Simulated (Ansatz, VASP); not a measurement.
**One calculation of Si5PdW, two programs**

```xyz
14
Lattice="5.7679 -6.4314 0.0000 5.7679 6.4314 0.0000 0.0000 0.0000 2.8251" Properties=species:S:1:pos:R:3 pbc="T T T"
Si    5.7679    0.0000    0.0000
Si    9.4660    1.5316    0.0000
Si    9.4660   -1.5316    0.0000
Si    2.0697    1.5316    0.0000
Si    2.0697   -1.5316    0.0000
Si    0.0000    0.0000    0.0000
Si    7.1230    2.2806    0.0000
Si    4.4128    2.2806    0.0000
Si    4.4128   -2.2806    0.0000
Si    7.1230   -2.2806    0.0000
Pd    3.6303    0.0000    1.4126
Pd    7.9055    0.0000    1.4126
W     5.7679   -4.0659    1.4126
W     5.7679    4.0659    1.4126
```

Alike in both runs: functional PBE; k mesh 2 × 2 × 6; occupations gaussian, width 0.2 eV; no spin polarisation.

Ansatz relaxed the structure, and its values are those at the end. VASP's run is a single point on that final structure, the one shown.

|  | VASP | Ansatz |
| --- | --- | --- |
| version | VASP 6.6.1 | Ansatz 0.2.0 |
| potentials or method | VASP PAW PBE potentials, release 64 (Si, Pd, W_sv), cutoff 520 eV | scalar-relativistic, plane waves, PAW |
| valence electrons in the cell | 88 | 104 |

Ansatz gave:

```
gap on the k mesh at the Fermi level (eV) : none
pressure (GPa)                            : -0.3
rms of the force components (eV/Å)        : 0.022
```

Question: What did VASP give for the same quantities?

Answer: gap on the k mesh at the Fermi level (eV): none; pressure (GPa): -0.3; rms of the force components (eV/Å): 0.020.

A gap of «none» marks a metal or a gap that the smearing closes. VASP's potentials hold 88 valence electrons a cell and Ansatz's 104, so a difference there can come from the potentials and not from the codes.

The k mesh is coarse, so the values compare programs but aren't converged. Spin-orbit coupling is off throughout.
